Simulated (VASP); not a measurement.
Wanted: the native input for a VASP 6.6.1 run.

* Task: single point
* Functional: PBE
* Dispersion: D3(BJ)
* Potentials or basis: VASP PAW PBE potentials, release 64 (Sr_sv)
* Cutoff: 520 eV
* k mesh: 6 × 6 × 8
* Occupations: gaussian, width 0.03 eV
* Spin: no spin polarisation
* Dipole correction: no
* Further INCAR settings: ALGO = Fast; EDIFF = 1e-06; NBANDS = 11

The structure of Sr lies in POSCAR:

```
Sr
1.0
   11.5992804724      0.0000000000      0.0000000000
   -5.7996402362     10.0452715548      0.0000000000
    0.0000000000      0.0000000000      3.9671393761
Sr
1
Direct
    0.0000000000      0.0000000000      0.0000000000
```

This isn't the form of Sr at room conditions, which is fcc.

This cell differs from its parent crystal: ratio of the length along z to the lengths across it x 0.85, volume and fractional coordinates fixed.

The input as run:

INCAR

```
SYSTEM = Sr
PREC     = Accurate       ! precision mode
ENCUT    = 520            ! plane-wave cutoff, eV
EDIFF    = 1E-6           ! SCF threshold, eV
ISMEAR   = 0              ! smearing method
SIGMA    = 0.03           ! smearing width, eV
LREAL    = .FALSE.        ! projectors in reciprocal space
LASPH    = .TRUE.         ! aspherical terms in the spheres
NELM     = 100            ! most SCF steps
ALGO     = Fast           ! electronic algorithm
ISIF     = 2              ! what is computed and relaxed
LWAVE    = .FALSE.        ! write WAVECAR
LCHARG   = .FALSE.        ! write CHGCAR
GGA      = PE             ! functional
IVDW     = 12             ! dispersion correction
NBANDS   = 11             ! bands
```

KPOINTS

```
Automatic mesh
0
G
  6 6 8
  0 0 0
```

Potentials or basis: VASP PAW PBE potentials, release 64 (Sr_sv).

Command:

```sh
$ cat potpaw_PBE.64/Sr_sv/POTCAR > POTCAR
$ mpirun -np 1 vasp_std > vasp.out
```

It gave:

```yaml
Pressure: 0.1 GPa
Band_gap_on_the_k_mesh: zero (filled and empty bands overlap)
Dispersion_energy_per_atom: -0.027 eV
```

Run time: 2.1 min on 1 thread of Intel(R) Xeon(R) 6975P-C (Granite Rapids) (shared host), peak memory 0.63 GiB.
